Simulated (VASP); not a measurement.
Al2GaN3, 12 atoms in the cell. Symmetry: Cm, No. 8, monoclinic system. The conventional cell has a = 11.392 Å, b = 3.111 Å, c = 7.361 Å, α = 90.00°, β = 104.78°, γ = 90.00°. Within 2.5 Å of Al (site symmetry m) lie 4 N at 1.87 to 1.90 Å. Within 2.5 Å of Al (site symmetry m) lie 4 N at 1.88 to 1.89 Å. Al (site symmetry m) has 4 N at 1.88 to 1.89 Å within 2.5 Å. Al (site symmetry m) has 4 N at 1.88 to 1.89 Å within 2.5 Å. Ga (site symmetry m) has 4 N at 1.92 to 1.94 Å within 2.5 Å. Ga (site symmetry m) has 4 N at 1.92 to 1.94 Å within 2.5 Å. Within 2.5 Å of N (site symmetry m) lie 3 Al at 1.88 Å and 1 Ga at 1.94 Å. N (site symmetry m) has 3 Al at 1.88 Å and 1 Ga at 1.94 Å within 2.5 Å. 

* Program: VASP 6.6.1
* Task: relaxation of cell and atoms
* Functional: PBEsol
* Potentials or basis: VASP PAW PBE potentials, release 64 (Al, Ga_d, N)
* Cutoff: 600 eV
* k mesh: 8 × 8 × 4
* Occupations: gaussian, width 0.02 eV
* Spin: no spin polarisation
* Target pressure: 5 GPa
* Dipole correction: no
* Further INCAR settings: ALGO = Normal; EDIFF = 1e-07; IBRION = 2; EDIFFG = -0.008; NSW = 70; ISIF = 3

Potentials or basis: VASP PAW PBE potentials, release 64 (Al, Ga_d, N).

Launch:

```console
$ cat potpaw_PBE.64/Al/POTCAR potpaw_PBE.64/Ga_d/POTCAR potpaw_PBE.64/N/POTCAR > POTCAR
$ mpirun -np 4 vasp_std > vasp.out
```

Hardware: 4 MPI ranks on Intel(R) Xeon(R) Platinum 8488C (Sapphire Rapids), with other jobs on the host.

Question: How long does it take, and how much memory?

Answer: Run time: 5.2 min on 4 MPI ranks on Intel(R) Xeon(R) Platinum 8488C (Sapphire Rapids) (shared host), peak memory 0.66 GiB a rank. Counts: scf iterations 29, k points 78, ion steps 3.
